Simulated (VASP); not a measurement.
# RbBr: single point with HSE06

The system is RbBr.

```
CELL_PARAMETERS angstrom
0.00000 3.46083 3.46083
3.56396 0.00000 3.46083
3.56396 3.46083 0.00000
ATOMIC_POSITIONS crystal
Rb 0.00000 0.00000 0.00000
Br 0.50000 0.50000 0.50000
```

This cell differs from its parent crystal: uniaxial x strain +3.0%.

```json
{
 "Program": "VASP 6.6.1",
 "Task": "single point",
 "Functional": "HSE06",
 "Potentials or basis": "VASP PAW PBE potentials, release 64 (Rb_sv, Br)",
 "Cutoff": "520 eV",
 "k mesh": "4 × 4 × 4",
 "Occupations": "gaussian, width 0.01 eV",
 "Spin": "no spin polarisation"
}
```

* Pressure: 0.0 GPa
* Band gap on the k mesh: 5.36 eV

Stress tensor (GPa, compression positive):
```
-0.48  0.00  0.00
 0.00  0.19  0.00
 0.00  0.00  0.19
```

Levels at points of the mesh, in eV from the valence-band top:
| k point | band 5 | band 6 | band 7 | band 8 | band 9 | band 10 | band 11 | band 12 |
| --- | --- | --- | --- | --- | --- | --- | --- | --- |
| (0.00, 0.00, 0.00) | -9.14 | -0.02 | 0.00 | 0.00 | 5.36 | 8.39 | 8.56 | 8.56 |
| (0.50, 0.00, 0.00) | -9.09 | -0.93 | -0.33 | -0.32 | 7.79 | 8.74 | 10.69 | 10.73 |
| (0.50, 0.50, 0.00) | -9.19 | -0.47 | -0.19 | -0.18 | 6.78 | 8.19 | 10.14 | 10.53 |
| (0.00, 0.50, 0.50) | -9.19 | -0.52 | -0.15 | -0.15 | 6.82 | 8.16 | 10.02 | 10.47 |

It took 16 min on 1 thread of AMD EPYC 7R43 64-Core Processor (Zen 3), on a shared host, peak memory 0.31 GiB.

Caveat: the cell differs from its parent crystal (uniaxial x strain +3.0%); the PAW data sets were made with another functional, which shifts forces and pressure a little.
